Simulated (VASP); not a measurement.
Runs of VASP 6.6.1 on SnPt3. The structure is that of space group Pm-3m (No. 221), or close to it. The cells are those of the table. 

```tsv
task	cell	cutoff (eV)	gap on the mesh (eV)	pressure (GPa)
electric field gradients	a = 3.920, b = 3.920, c = 4.000 Å, 4 atoms	400	none	7.5
single point	a = 3.960, b = 3.960, c = 4.000 Å, 4 atoms	500	none	(b)
single point	a = 4.040, b = 4.040, c = 4.000 Å, 4 atoms	500	none	-7.1
single point	a = 3.920, b = 3.920, c = 4.000 Å, 4 atoms	500	none	7.6
electric field gradients	a = 3.960, b = 3.960, c = 4.000 Å, 4 atoms	400	none	(a)
```

Alike in all rows: level LDA; potentials or basis VASP PAW LDA potentials, release 64 (Sn_d, Pt); no spin polarisation; k mesh 8 × 8 × 8; smearing fermi-dirac 0.05 eV.

Question: Fill in the values left out.

Answer: (a) 2.0; (b) 2.1.

Caveats: spin-orbit coupling is left out, which moves the levels of the heavy elements; the cell stands under pressure (at least some runs); the cell stands under tension (at least some runs).

A k mesh can miss the band edges, and the runs leave out spin-orbit coupling on Pt, Sn.

A gap of «none» marks levels without a gap at the run's occupations.
